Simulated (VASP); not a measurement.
A run of VASP 6.6.1 is set up as follows.

The input POSCAR:

```
B
1.0
    2.2034945065      0.0000000000      0.0000000000
   -1.1017472532      1.9082822198      0.0000000000
    0.0000000000      0.0000000000      7.1067046936
B
4
Direct
    0.0000000000      0.0000000000      0.0000000000
    0.0000000000      0.0000000000      0.5000000000
    0.3333333333      0.6666666667      0.7500000000
    0.6666666667      0.3333333333      0.2500000000
```

The input INCAR.step1:

```
SYSTEM = B
PREC = Accurate ; ENCUT = 520
ISMEAR = 0 ; SIGMA = 0.1
LREAL = .FALSE. ; LASPH = .TRUE.
NELM = 80 ; NBANDS = 14
GGA = PE ; ALGO = Normal
EDIFF = 1E-4 ; LWAVE = .TRUE.
LCHARG = .FALSE.
```

File INCAR.step2:

```
SYSTEM = B
PREC = Accurate ; ENCUT = 520
EDIFF = 1E-6 ; ISMEAR = 0
SIGMA = 0.1 ; LREAL = .FALSE.
LASPH = .TRUE. ; NELM = 80
ALGO = Normal ; ISIF = 2
LWAVE = .FALSE. ; LCHARG = .TRUE.
METAGGA = R2SCAN ; LMIXTAU = .TRUE.
LELF = .TRUE. ; LVHAR = .TRUE.
NBANDS = 14 ; ISTART = 1
```

File KPOINTS:

```
regular mesh
0
G
  9 9 4
  0 0 0
```

Potentials or basis: VASP PAW PBE potentials, release 64 (B).

Launch:

```sh
$ cat potpaw_PBE.64/B/POTCAR > POTCAR
$ cp INCAR.step1 INCAR
$ mpirun -np 1 vasp_std > vasp.out
$ cp INCAR.step2 INCAR
$ mpirun -np 1 vasp_std > vasp.out
```

Problem. Estimate the pressure.

Solution. -39.9 GPa.

Problem. What does it give for the band gap on the k mesh?

Solution. Zero (bands 6 and 7 overlap by 7.85 eV).

Stress tensor (GPa, compression positive):
```
-37.15   0.00   0.00
  0.00 -37.15   0.00
  0.00   0.00 -45.52
```

Caveat: the k points lie up to 0.37 Å⁻¹ apart, too coarse for converged energies and pressures of a metal; the PAW data sets were made with another functional, which shifts forces and pressure a little.
